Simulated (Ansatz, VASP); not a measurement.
**Two plane-wave programs on KTaO3**

Contents of INCAR:

```
SYSTEM = KTaO3
  ALGO = Normal
  EDIFF = 1E-6
  EDIFFG = -0.04
  ENCUT = 600
  GGA = PE
  IBRION = 2
  ISIF = 3
  ISMEAR = 0
  LASPH = .True.
  LCHARG = .False.
  LREAL = .False.
  LWAVE = .False.
  NELM = 80
  NSW = 90
  PREC = Accurate
  SIGMA = 0.1
```

File KPOINTS:

```
k-points
0
Gamma
  6 6 2
  0 0 0
```

File POSCAR:

```
KTaO3
1.0
    3.5266955100      0.0000000000      0.0000000000
    0.0000000000      3.5266955100      0.0000000000
    0.0000000000      0.0000000000      7.7553140000
K Ta O
1 1 3
Direct
    0.0000000000      0.0000000000      0.5000000000
    0.5000000000      0.5000000000      0.0000000000
    0.5000000000      0.5000000000      0.5000000000
    0.5000000000      0.5000000000      0.7410011300
    0.5000000000      0.5000000000      0.2589988700
```

Input for Ansatz:

```yaml
crystal:
  lattice:
    - [3.52669551, 0.0, 0.0]
    - [0.0, 3.52669551, 0.0]
    - [0.0, 0.0, 7.755314]
  atoms:
    - { symbol: K, position: [0.0, 0.0, 0.5] }
    - { symbol: Ta, position: [0.5, 0.5, 0.0] }
    - { symbol: O, position: [0.5, 0.5, 0.5] }
    - { symbol: O, position: [0.5, 0.5, 0.74100113] }
    - { symbol: O, position: [0.5, 0.5, 0.25899887] }
basis:
  ecutwfc: 420
kpoints:
  mp_grid: { grid: [6, 6, 2] }
hamiltonian:
  xc: pbe
scf:
  occupations: { method: gaussian, width: 0.1 }
  lower_state_search: "off"
output:
  forces: true
  stress: true
  eigenvalues: true
relax:
  adjacent_minimum: "off"
  f_tol: 0.04
  max_steps: 70
  cell: { stress_tol: 0.4 }
```

Alike in both runs: task relaxation of cell and atoms; functional PBE; k mesh 6 × 6 × 2; occupations gaussian, width 0.1 eV; no spin polarisation.

|  | VASP | Ansatz |
| --- | --- | --- |
| version | VASP 6.6.1 | Ansatz 0.2.0 |
| potentials or method | VASP PAW PBE potentials, release 64 (K_sv, Ta_pv, O), cutoff 600 eV | scalar-relativistic, plane waves, PAW |
| valence electrons in the cell | 38 | 40 |

|  | VASP | Ansatz | Ansatz less VASP |
| --- | --- | --- | --- |
| gap on the k mesh at the Fermi level, each at its own relaxed structure (eV) | none | none | - |
| relaxed volume (Å³/atom) | 18.13 | 18.21 | +0.081 |
| relaxed cell length with the largest relative difference (Å) | 3.529 | 3.537 | +0.0080 |

A gap of «none» marks a metal or a gap that the smearing closes. VASP's potentials hold 38 valence electrons a cell and Ansatz's 40, so a difference there can come from the potentials and not from the codes.

The k mesh is coarse, so the values compare programs but aren't converged. Neither program's run includes spin-orbit coupling.
